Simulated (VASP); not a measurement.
The system is Hf.

```
Hf
1.0
     3.19670    0.00000    0.00000
    -1.59835    2.76842    0.00000
     0.00000    0.00000    5.05780
Hf
2
Cartesian
  0.0000 1.8456 1.2645
  1.5984 0.9228 3.7934
```

- Program: VASP 6.6.1
- Task: relaxation of cell and atoms
- Functional: LDA
- Potentials or basis: VASP PAW LDA potentials, release 64 (Hf_pv)
- Cutoff: 600 eV
- k mesh: 8 × 8 × 5
- Occupations: methfessel-paxton, width 0.1 eV
- Spin: no spin polarisation

At the start: pressure -7.5 GPa; volume 22.38 Å³/atom.

Question: Where does the relaxation end?

Answer: Over 5 steps the energy falls by 36.3 meV/atom and the volume is 20.88 Å³/atom (-6.7 %); space group P6_3/mmc (No. 194, to 0.1 Å) before and after.

Step by step:
```
step  energy change (eV)  largest force (eV/Å)  pressure (GPa)  volume (Å³)
   1              0.0000                0.0000           -7.45        44.76
   2              0.0467                0.0000           11.82        38.35
   3             -0.0721                0.0000           -0.13        41.84
   4             -0.0721                0.0000            0.03        41.78
   5             -0.0726                0.0000            0.03        41.76
```

Final structure:
```cif
data_structure
_symmetry_space_group_name_H-M 'P 1'
_symmetry_Int_Tables_number 1
_cell_length_a 3.1189
_cell_length_b 3.1189
_cell_length_c 4.9565
_cell_angle_alpha 90.000
_cell_angle_beta 90.000
_cell_angle_gamma 120.000
_cell_volume 41.76
loop_
_atom_site_label
_atom_site_type_symbol
_atom_site_fract_x
_atom_site_fract_y
_atom_site_fract_z
_atom_site_occupancy
Hf1 Hf 0.33333 0.66667 0.25000 1
Hf2 Hf 0.66667 0.33333 0.75000 1
```
